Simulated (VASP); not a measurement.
# WC (Fm-3m) in VASP: further runs

WC is run at these levels: PBEsol+D4; tasks: single point.

Everything below comes from runs of VASP 6.6.1. Logs are shortened: lines on timing, memory, paths and dates and some standing lists are left out, and cuts for length are marked.

## 1. The cell of the first run

It takes space group Fm-3m (No. 225, cubic). Conventional cell: a = 4.385 Å, b = 4.385 Å, c = 4.385 Å, α = 90.00°, β = 90.00°, γ = 90.00°. Within 2.9 Å of W (site symmetry m-3m) lie 6 C at 2.19 Å. Within 2.9 Å of C (site symmetry m-3m) lie 6 W at 2.19 Å.

## 2. Single point, PBEsol+D4

File INCAR:

```
PREC = Accurate
ENCUT = 600
EDIFF = 1E-6
ISMEAR = 1
SIGMA = 0.05
LREAL = False
LASPH = True
NELM = 120
ALGO = Normal
ISIF = 2
LWAVE = False
LCHARG = False
GGA = PS
IVDW = 13
NBANDS = 16
GGA_COMPAT = False
```

File KPOINTS:

```
Automatic mesh
0
Gamma
  3 3 3
```

File POSCAR:

```
WC
1.0
    0.0000000000      2.1926840000      2.1926840000
    2.1926840000      0.0000000000      2.1926840000
    2.1926840000      2.1926840000      0.0000000000
W C
1 1
Direct
    0.0000000000      0.0000000000      0.0000000000
    0.5000000000      0.5000000000      0.5000000000
```

Potentials or basis: VASP PAW PBE potentials, release 64 (W_sv, C).

Launch:

```bash
> cat potpaw_PBE.64/W_sv/POTCAR potpaw_PBE.64/C/POTCAR > POTCAR
> mpirun -np 1 vasp_std > vasp.out
```

OUTCAR:

```text
PREC = Accurate
   ENCUT = 600
   EDIFF = 1E-6
   ISMEAR = 1
   LREAL = False
   LASPH = True
   NELM = 120
   ISIF = 2
   GGA = PS
   IVDW = 13

 ion  position               nearest neighbor table
   1  0.000  0.000  0.000-   2 2.19   2 2.19   2 2.19   2 2.19   2 2.19   2 2.19
   2  0.500  0.500  0.500-   1 2.19   1 2.19   1 2.19   1 2.19   1 2.19   1 2.19

  LATTYP: Found a face centered cubic cell.
 ALAT       =     4.3853680000

  Lattice vectors:

 A1 = (   0.0000000000,   2.1926840000,   2.1926840000)
 A2 = (   2.1926840000,   0.0000000000,   2.1926840000)
 A3 = (   2.1926840000,   2.1926840000,   0.0000000000)

Analysis of symmetry for initial positions (statically):
=====================================================================
 Subroutine PRICEL returns:
 Original cell was already a primitive cell.

 Routine SETGRP: Setting up the symmetry group for a
 face centered cubic supercell.

 Subroutine GETGRP returns: Found 48 space group operations
 (whereof 48 operations were pure point group operations)
 out of a pool of 48 trial point group operations.

The static configuration has the point symmetry O_h .

Analysis of symmetry for dynamics (positions and initial velocities):
=====================================================================
 Subroutine PRICEL returns:
 Original cell was already a primitive cell.

 Routine SETGRP: Setting up the symmetry group for a
 face centered cubic supercell.

 Subroutine GETGRP returns: Found 48 space group operations
 (whereof 48 operations were pure point group operations)
 out of a pool of 48 trial point group operations.

The dynamic configuration has the point symmetry O_h .

 Subroutine INISYM returns: Found 48 space group operations
 (whereof 48 operations are pure point group operations),
 and found     1 'primitive' translations

----------------------------------------------------------------------------------------

                                     Primitive cell

  volume of cell :      21.0842

  direct lattice vectors                    reciprocal lattice vectors
     0.000000000  2.192684000  2.192684000    -0.228031034  0.228031034  0.228031034
     2.192684000  0.000000000  2.192684000     0.228031034 -0.228031034  0.228031034
     2.192684000  2.192684000  0.000000000     0.228031034  0.228031034 -0.228031034

  length of vectors
     3.100923451  3.100923451  3.100923451     0.394961337  0.394961337  0.394961337

  position of ions in fractional coordinates (direct lattice)
     0.000000000  0.000000000  0.000000000
     0.500000000  0.500000000  0.500000000

  ion indices of the primitive-cell ions
[... 57 lines left out ...]
   NSW    =      0    number of steps for IOM
   IBRION =     -1    ionic relax: 0-MD 1-quasi-New 2-CG
   NFREE  =      0    steps in history (QN), initial steepest desc. (CG)
   ISIF   =      2    stress and relaxation
   ISYM   =      2    0-nonsym 1-usesym 2-fastsym
   POTIM  = 0.5000    time-step for ionic-motion
   TEBEG  =    0.0;   TEEND  =   0.0 temperature during run
   PSTRESS=    0.0 pullay stress
   NELECT =      18.0000    total number of electrons
   NUPDOWN=      -1.0000    fix difference up-down
   EMIN   =  10.00;   EMAX   =-10.00  energy-range for DOS
   EFERMI =   0.00;   METHOD = LEGACY
   ISMEAR =     1;   SIGMA  =   0.05  broadening in eV -4-tet -1-fermi 0-gaus
   EFERMI_NEDOS =   21; number of points for ismear=-14 and -15
   IALGO  =     38    algorithm
   IMIX   =      4    mixing-type and parameters
     AMIX     =   0.40;   BMIX     =  1.00
     AMIX_MAG =   1.60;   BMIX_MAG =  1.00
  volume/ion in A,a.u.               =      10.54        71.14
  Fermi-wavevector in a.u.,A,eV,Ry     =   1.553029  2.934800 32.815887  2.411900
  Thomas-Fermi vector in A             =   2.657319
   LORBIT       =      0    0 simple, 1 ext, 2 COOP (PROOUT), +10 PAW based schemes
   GGA     = PS    functional components
   LHFCALC =     F    Hartree Fock is set to
   AEXX    =    0.0000 exact exchange contribution
   IVDW    =    13    specifies the selected vdW correction
   LEPSILON=     F    determine dielectric tensor
   LRPA    =     F    only Hartree local field effects (RPA)
 non-spin polarized calculation
 Methfessel and Paxton  Order N= 1 SIGMA  =   0.05
  energy-cutoff  :      600.00
  volume of cell :       21.08
 maximum number of plane-waves:       725
 NGX is ok and might be reduce to    28
   NGX = 13   NGY = 13   NGZ = 13

 number of electron      18.0000001 magnetization

 Free energy of the ion-electron system (eV)
  ---------------------------------------------------
  ext. energy  EPLUGINS =         0.00000000
  ---------------------------------------------------
  free energy    TOTEN  =       -22.30965496 eV

  energy without entropy =      -22.30354216  energy(sigma->0) =      -22.30761736

 E-fermi :  12.0239     XC(G=0): -13.8419

 val. band max:       11.6185241642   @ k =  -0.3333   0.3333   0.0000
 cond. band min:      12.0394548066   @ k =   0.3333   0.0000   0.0000
 fundamental gap:      0.4209306423
 Fermi energy:        12.0238776789

 k-point     1 :       0.0000    0.0000    0.0000
  band No.  band energies     occupation
      1     -63.2672      2.00000
      2     -27.2504      2.00000
      3     -27.2504      2.00000
      4     -27.2504      2.00000
      5      -3.4438      2.00000
      6       9.4247      2.00000
[... 53 lines left out ...]
      3     -27.6259      2.00000
      4     -27.3782      2.00000
      5       0.0565      2.00000
      6       4.4989      2.00000
[... 8 lines left out ...]
     15      23.8572      0.00000
     16      24.6322      0.00000

------------------------ aborting loop because EDIFF is reached ----------------------------------------

  DFT-D4 for vdW energy calculation

  Edisp (eV):   -0.55824

  FORCE on cell =-STRESS in cart. coord.  units (eV):
  Direction    XX          YY          ZZ          XY          YZ          ZX
  --------------------------------------------------------------------------------------
  -------------------------------------------------------------------------------------
  Total      -0.82849    -0.82849    -0.82849     0.00000    -0.00000     0.00000
  in kB     -62.95636   -62.95636   -62.95636     0.00000    -0.00000     0.00000
  external pressure =      -62.96 kB  Pullay stress =        0.00 kB

 VOLUME and BASIS-vectors are now :
 -----------------------------------------------------------------------------
  energy-cutoff  :      600.00
  volume of cell :       21.08
      direct lattice vectors                 reciprocal lattice vectors
     0.000000000  2.192684000  2.192684000    -0.228031034  0.228031034  0.228031034
     2.192684000  0.000000000  2.192684000     0.228031034 -0.228031034  0.228031034
     2.192684000  2.192684000  0.000000000     0.228031034  0.228031034 -0.228031034

 POSITION                                       TOTAL-FORCE (eV/Angst)
 -----------------------------------------------------------------------------------
      0.00000      0.00000      0.00000        -0.000000     -0.000000     -0.000000
      2.19268      2.19268      2.19268         0.000000      0.000000      0.000000
 -----------------------------------------------------------------------------------
    total drift:                               -0.000000      0.000000      0.000000

  FREE ENERGIE OF THE ION-ELECTRON SYSTEM (eV)
  ---------------------------------------------------
  free  energy   TOTEN  =       -22.8678967721 eV

  energy  without entropy=      -22.8617839674  energy(sigma->0) =      -22.86585917
```

OSZICAR:

```text
N       E                     dE             d eps       ncg     rms          rms(c)
DAV:   1     0.114595421748E+03    0.11460E+03   -0.10402E+04   128   0.138E+03
DAV:   2    -0.221939643227E+02   -0.13679E+03   -0.13104E+03   160   0.350E+02
DAV:   3    -0.257915774041E+02   -0.35976E+01   -0.35912E+01   128   0.518E+01
DAV:   4    -0.258113977594E+02   -0.19820E-01   -0.19820E-01   176   0.440E+00
DAV:   5    -0.258115632220E+02   -0.16546E-03   -0.16546E-03   136   0.363E-01    0.308E+01
DAV:   6    -0.224059672251E+02    0.34056E+01   -0.10709E+01   136   0.271E+01    0.794E+00
DAV:   7    -0.223428134747E+02    0.63154E-01   -0.35618E-01   128   0.471E+00    0.567E+00
DAV:   8    -0.223123925238E+02    0.30421E-01   -0.74153E-02   136   0.192E+00    0.110E+00
DAV:   9    -0.223097564493E+02    0.26361E-02   -0.54714E-03   128   0.472E-01    0.113E-01
DAV:  10    -0.223096597434E+02    0.96706E-04   -0.41454E-04   136   0.217E-01    0.734E-02
DAV:  11    -0.223096566362E+02    0.31071E-05   -0.30936E-05   160   0.437E-02    0.191E-02
DAV:  12    -0.223096549479E+02    0.16883E-05   -0.40568E-06   144   0.165E-02    0.119E-03
DAV:  13    -0.223096549624E+02   -0.14551E-07   -0.99350E-08    72   0.248E-03
   1 F= -.22867897E+02 E0= -.22865859E+02  d E =-.611280E-02
```

It used 7.1 s of CPU time on 1 thread of AMD EPYC 7R13 Processor (Zen 3), with other jobs on the host.

What came out:

```
Free energy                : -22.8679 eV
Pressure                   : -6.3 GPa
Band gap on the k mesh     : zero (band 9 reaches 12.04 eV, above the bottom of band 10 at 11.21 eV)
Dispersion energy per atom : -0.279 eV
```

Caveat: the k points lie up to 0.83 Å⁻¹ apart; the PAW data sets were made with another functional, which shifts forces and pressure a little; spin-orbit coupling is left out, which moves the levels of the heavy elements; pairwise dispersion overbinds metals, which lowers pressure and volume.

## 3. Single point, PBEsol+D4

File INCAR:

```
PREC = Accurate
ENCUT = 600
EDIFF = 1E-6
ISMEAR = 1
SIGMA = 0.05
LREAL = F
LASPH = T
NELM = 120
ALGO = Normal
ISIF = 2
LWAVE = F
LCHARG = F
GGA = PS
IVDW = 13
NBANDS = 16
GGA_COMPAT = F
```

File KPOINTS:

```
Automatic mesh
0
Gamma
  4 4 4
```

POSCAR is that of step 2.

Potentials or basis: VASP PAW PBE potentials, release 64 (W_sv, C).

Launch:

```bash
> cat potpaw_PBE.64/W_sv/POTCAR potpaw_PBE.64/C/POTCAR > POTCAR
> mpirun -np 1 vasp_std > vasp.out
```

OUTCAR:

```text
PREC = Accurate
   ENCUT = 600
   EDIFF = 1E-6
   ISMEAR = 1
   LREAL = F
   LASPH = T
   NELM = 120
   ISIF = 2
   GGA = PS
   IVDW = 13

 ion  position               nearest neighbor table
   1  0.000  0.000  0.000-   2 2.19   2 2.19   2 2.19   2 2.19   2 2.19   2 2.19
   2  0.500  0.500  0.500-   1 2.19   1 2.19   1 2.19   1 2.19   1 2.19   1 2.19

  LATTYP: Found a face centered cubic cell.
 ALAT       =     4.3853680000

  Lattice vectors:

[... 322 lines left out ...]

  DFT-D4 for vdW energy calculation

  Edisp (eV):   -0.55824

  FORCE on cell =-STRESS in cart. coord.  units (eV):
  Direction    XX          YY          ZZ          XY          YZ          ZX
  --------------------------------------------------------------------------------------
  -------------------------------------------------------------------------------------
  Total      -1.89214    -1.89214    -1.89214     0.00000    -0.00000     0.00000
  in kB    -143.78264  -143.78264  -143.78264     0.00000    -0.00000     0.00000
  external pressure =     -143.78 kB  Pullay stress =        0.00 kB

 VOLUME and BASIS-vectors are now :
 -----------------------------------------------------------------------------
  energy-cutoff  :      600.00
  volume of cell :       21.08
      direct lattice vectors                 reciprocal lattice vectors
     0.000000000  2.192684000  2.192684000    -0.228031034  0.228031034  0.228031034
     2.192684000  0.000000000  2.192684000     0.228031034 -0.228031034  0.228031034
     2.192684000  2.192684000  0.000000000     0.228031034  0.228031034 -0.228031034

 POSITION                                       TOTAL-FORCE (eV/Angst)
 -----------------------------------------------------------------------------------
      0.00000      0.00000      0.00000         0.000000      0.000000      0.000000
      2.19268      2.19268      2.19268         0.000000      0.000000     -0.000000
 -----------------------------------------------------------------------------------
    total drift:                               -0.000000      0.000000      0.000000

  FREE ENERGIE OF THE ION-ELECTRON SYSTEM (eV)
  ---------------------------------------------------
  free  energy   TOTEN  =       -23.6594349402 eV

  energy  without entropy=      -23.6580826775  energy(sigma->0) =      -23.65898419
```

OSZICAR:

```text
N       E                     dE             d eps       ncg     rms          rms(c)
DAV:   1     0.110650816917E+03    0.11065E+03   -0.98706E+03   256   0.135E+03
DAV:   2    -0.231187905977E+02   -0.13377E+03   -0.12889E+03   304   0.354E+02
DAV:   3    -0.262518042935E+02   -0.31330E+01   -0.31238E+01   296   0.495E+01
DAV:   4    -0.262677336967E+02   -0.15929E-01   -0.15927E-01   328   0.396E+00
DAV:   5    -0.262678409320E+02   -0.10724E-03   -0.10723E-03   280   0.316E-01    0.311E+01
DAV:   6    -0.231658025036E+02    0.31020E+01   -0.58302E+00   312   0.257E+01    0.847E+00
DAV:   7    -0.231317088861E+02    0.34094E-01   -0.63496E-01   256   0.497E+00    0.601E+00
DAV:   8    -0.231083106811E+02    0.23398E-01   -0.97966E-02   272   0.207E+00    0.122E+00
DAV:   9    -0.231012671790E+02    0.70435E-02   -0.12880E-02   256   0.706E-01    0.117E-01
DAV:  10    -0.231012221726E+02    0.45006E-04   -0.81747E-04   288   0.282E-01    0.113E-01
DAV:  11    -0.231011971489E+02    0.25024E-04   -0.11310E-04   288   0.740E-02    0.237E-02
DAV:  12    -0.231011931094E+02    0.40395E-05   -0.12323E-05   280   0.251E-02    0.217E-03
DAV:  13    -0.231011931305E+02   -0.21139E-07   -0.33611E-07   184   0.417E-03
   1 F= -.23659435E+02 E0= -.23658984E+02  d E =-.135226E-02
```

stdout:

```text
POSCAR found type information on POSCAR W C
 POSCAR found :  2 types and       2 ions
 scaLAPACK will be used
 -----------------------------------------------------------------------------
|                                                                             |
|                                                                             |
|     You enforced a specific xc type in the INCAR file but a different       |
|     I HOPE YOU KNOW WHAT YOU ARE DOING!                                     |
|                                                                             |
 -----------------------------------------------------------------------------

 LDA part: xc-table for (Slater+PW92), standard interpolation
 POSCAR, INCAR and KPOINTS ok, starting setup
 FFT: planning ... GRIDC
 FFT: planning ... GRID_SOFT
 FFT: planning ... GRID
 WAVECAR not read
 entering main loop
```

It used 9.9 s of CPU time on 1 thread of AMD EPYC 7R13 Processor (Zen 3), with other jobs on the host.

What came out:

```yaml
Free_energy: -23.6594 eV
Pressure: -14.4 GPa
Band_gap_on_the_k_mesh: zero (band 9 reaches 13.31 eV, above the bottom of band 10 at 11.18 eV)
Dispersion_energy_per_atom: -0.279 eV
```

Caveat: the k points lie up to 0.62 Å⁻¹ apart; the PAW data sets were made with another functional, which shifts forces and pressure a little; spin-orbit coupling is left out, which moves the levels of the heavy elements; pairwise dispersion overbinds metals, which lowers pressure and volume.
